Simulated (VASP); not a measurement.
Wanted: the native input for a VASP 6.6.1 run.

| Quantity | Value |
| --- | --- |
| Task | relaxation of cell and atoms |
| Functional | PBE |
| Potentials or basis | VASP PAW PBE potentials, release 64 (Li_sv, H) |
| Cutoff | 600 eV |
| k mesh | 12 × 12 × 8 |
| Occupations | gaussian, width 0.1 eV |
| Spin | no spin polarisation |
| Dipole correction | no |
| Further INCAR settings | ALGO = Normal; EDIFF = 1e-06; IBRION = 2; EDIFFG = -0.01; NSW = 100; ISIF = 3 |

The structure of Li2H7 lies in POSCAR:

```
Li2H7
1.0
    2.3435794174     -2.5382020174     -0.0318457815
    2.3435794174      2.5382020174     -0.0318457815
   -1.4691054894      0.0000000000      5.3920852373
Li H
2 7
Direct
    1.0346209260      1.0346209260      0.2999463481
   -0.0346209260     -0.0346209260      0.7000536519
    0.5000000000      0.0000000000      0.5000000000
    0.0000000000      0.5000000000      0.5000000000
    0.6535369568      0.8142331364      0.9627747745
    0.8142331364      0.6535369568      0.9627747745
    0.3464630432      0.1857668636      0.0372252255
    0.1857668636      0.3464630432      0.0372252255
    0.5000000000      0.5000000000      0.5000000000
```

One way to write it, as run:

INCAR

```
PREC = Accurate ; ENCUT = 600
EDIFF = 1E-6 ; ISMEAR = 0
SIGMA = 0.1 ; LREAL = False
LASPH = True ; NELM = 100
ALGO = Normal ; ISIF = 3
LWAVE = False ; LCHARG = False
GGA = PE ; IBRION = 2
NSW = 100 ; EDIFFG = -0.01
```

KPOINTS

```
regular mesh
0
Gamma
  12 12 8
```

Potentials or basis: VASP PAW PBE potentials, release 64 (Li_sv, H).

Launch:

```console
$ cat potpaw_PBE.64/Li_sv/POTCAR potpaw_PBE.64/H/POTCAR > POTCAR
$ mpirun -np 1 vasp_std > vasp.out
```

Results of the run:

```json
{
  "Relaxed volume": "7.07 Å³/atom",
  "Relaxed cell": "a = 3.449 Å, b = 3.449 Å, c = 5.580 Å, α = 100.80°, β = 100.80°, γ = 94.56°",
  "Space group after relaxing (to 0.05 Å)": "C2/m (No. 12)",
  "Energy gained by relaxing": "0.0 meV/atom",
  "Ionic steps": "5",
  "Pressure after relaxing": "0.0 GPa",
  "Largest force after relaxing": "0.010 eV/Å"
}
```

Caveat: the cutoff is under 1.25 times the usual one of these potentials, so pressure, stress and relaxed cells hold a basis-set (Pulay) error.

It took 8.3 min on 1 thread of AMD EPYC 9R45 (Zen 5), with other jobs on the host, peak memory 0.32 GiB.
